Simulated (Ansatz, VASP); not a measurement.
**One calculation of Os, two programs**

File INCAR:

```
SYSTEM = Os
ALGO     = Normal         ! electronic algorithm
EDIFF    = 1E-6           ! SCF threshold, eV
ENCUT    = 520            ! plane-wave cutoff, eV
GGA      = CA             ! functional
ISIF     = 2              ! what is computed and relaxed
ISMEAR   = -1             ! smearing method
LASPH    = .TRUE.         ! aspherical terms in the spheres
LCHARG   = .FALSE.        ! write CHGCAR
LREAL    = .FALSE.        ! projectors in reciprocal space
LWAVE    = .FALSE.        ! write WAVECAR
NBANDS   = 15             ! bands
NELM     = 60             ! most SCF steps
PREC     = Accurate       ! precision mode
SIGMA    = 0.1            ! smearing width, eV
```

KPOINTS

```
k-points
0
G
  22 22 12
  0 0 0
```

Contents of POSCAR:

```
Os
1.0
    2.7175247595      0.0000000000      0.0000000000
   -1.3587623798      2.3534454772      0.0000000000
    0.0000000000      0.0000000000      4.2844606206
Os
2
Direct
    0.3333333333      0.6666666667      0.2500000000
    0.6666666667      0.3333333333      0.7500000000
```

Input for Ansatz:

```yaml
crystal:
  lattice:
    - [2.7175247595, 0.0, 0.0]
    - [-1.3587623798, 2.3534454772, 0.0]
    - [0.0, 0.0, 4.2844606206]
  atoms:
    - { symbol: Os, position: [0.3333333333, 0.6666666667, 0.25] }
    - { symbol: Os, position: [0.6666666667, 0.3333333333, 0.75] }
hamiltonian:
  xc: lda
  pseudopotentials:
    kind: paw
    azcp:
      Os: "pseudopotentials/Os.paw.azcp"
basis:
  ecutwfc: 420
  fft_grid_basis: typed
kpoints:
  mp_grid: { grid: [22, 22, 12], shift: [0, 0, 0] }
magnetization:
  spin_polarized: false
scf:
  occupations: { method: fermi_dirac, width: 0.1 }
output:
  stress: true
```

Alike in both runs: task single point; functional LDA; k mesh 22 × 22 × 12; occupations fermi-dirac, width 0.1 eV; no spin polarisation.

|  | VASP | Ansatz |
| --- | --- | --- |
| version | VASP 6.6.1 | Ansatz 0.2.0 |
| potentials or method | VASP PAW LDA potentials, release 64 (Os), cutoff 520 eV | plane waves (420 eV) with PAW, scalar-relativistic |
| valence electrons in the cell | 16 | 32 |

|  | VASP | Ansatz | Ansatz less VASP |
| --- | --- | --- | --- |
| pressure (GPa) | 1.1 | 0.1 | -0.98 |
| traceless stress, the component that is largest in VASP (GPa) | 0.55 | 0.64 | +0.084 |

Ansatz warns that its potentials were made for another functional, while VASP's fit it. LDA's correlation is that of Perdew and Zunger in VASP and of Perdew and Wang (1992) in Ansatz. VASP's potentials hold 16 valence electrons a cell and Ansatz's 32, so a difference there can come from the potentials and not from the codes.

Neither program's run includes spin-orbit coupling.
